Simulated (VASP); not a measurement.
Set up this calculation in VASP 6.6.1, as the native input.

- Task: single point
- Functional: PBE
- Potentials or basis: VASP PAW PBE potentials, release 64 (Zn, H)
- Cutoff: 520 eV
- k mesh: 6 × 6 × 2
- Occupations: gaussian, width 0.1 eV
- Spin: no spin polarisation
- Dipole correction: no
- Further INCAR settings: ALGO = Normal; EDIFF = 1e-06; NBANDS = 23

The structure of ZnH2 lies in POSCAR:

```
ZnH2
1.0
    3.0393270191      0.0000000000      0.0000000000
   -1.5196635095      2.6321344089      0.0000000000
    0.0000000000      0.0000000000      6.1303722449
Zn H
2 4
Direct
    0.0000000000      0.0000000000      0.7503355888
    0.0000000000      0.0000000000      0.2496644112
    0.3333333333      0.6666666667      0.0000000000
    0.3333333333      0.6666666667      0.5000000000
    0.6666666667      0.3333333333      0.2535611645
    0.6666666667      0.3333333333      0.7464388355
```

These files were run (other wordings do the same):

INCAR

```
PREC = Accurate
ENCUT = 520
EDIFF = 1E-6
ISMEAR = 0
SIGMA = 0.1
LREAL = F
LASPH = T
NELM = 80
ALGO = Normal
ISIF = 2
LWAVE = F
LCHARG = F
GGA = PE
NBANDS = 23
```

KPOINTS

```
regular mesh
0
Gamma
  6 6 2
```

Potentials or basis: VASP PAW PBE potentials, release 64 (Zn, H).

Command:

```bash
$ cat potpaw_PBE.64/Zn/POTCAR potpaw_PBE.64/H/POTCAR > POTCAR
$ mpirun -np 1 vasp_std > vasp.out
```

Results of the run:

The pressure is -0.1 GPa and the largest force is 0.017 eV/Å. The band gap on the k mesh is zero (band 14 reaches 3.15 eV, above the bottom of band 15 at 0.71 eV).

Caveat: the k points lie up to 0.51 Å⁻¹ apart.

Run time: 22 s on 1 thread of AMD EPYC 7R43 64-Core Processor (Zen 3) (shared host), peak memory 0.13 GiB.
